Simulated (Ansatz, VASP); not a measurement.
# One calculation of AlGa, two programs

```
Al Ga
1.0
     7.26271    0.00000    0.00000
     0.00000    3.51430    0.00000
     0.00000    0.00000    5.24048
Al Ga
4 4
Direct
  0.12479 0.25000 0.37381
  0.37521 0.75000 0.87381
  0.62479 0.25000 0.12619
  0.87521 0.75000 0.62619
  0.60420 0.25000 0.62956
  0.89580 0.75000 0.12956
  0.10420 0.25000 0.87044
  0.39580 0.75000 0.37044
```

Alike in both runs: functional PBE; k mesh 4 × 7 × 5; no spin polarisation.

Ansatz relaxed the structure, and its values are those at the end. VASP's run is a single point on that final structure, the one shown.

|  | VASP | Ansatz |
| --- | --- | --- |
| version | VASP 6.6.1 | Ansatz 0.2.0 |
| potentials or method | VASP PAW PBE potentials, release 64 (Al, Ga_d), cutoff 520 eV | PAW plane waves |
| occupations | fermi-dirac, width 0.1 eV | fermi-dirac |
| valence electrons in the cell | 64 | 64 |

VASP gave:

```
pressure (GPa)                     : 7.7
rms of the force components (eV/Å) : 0.003
```

Problem. What did Ansatz give for the same quantities?

Solution. Pressure (GPa): 7.6; rms of the force components (eV/Å): 0.001.

Ansatz's warnings: stress scf threshold loose.
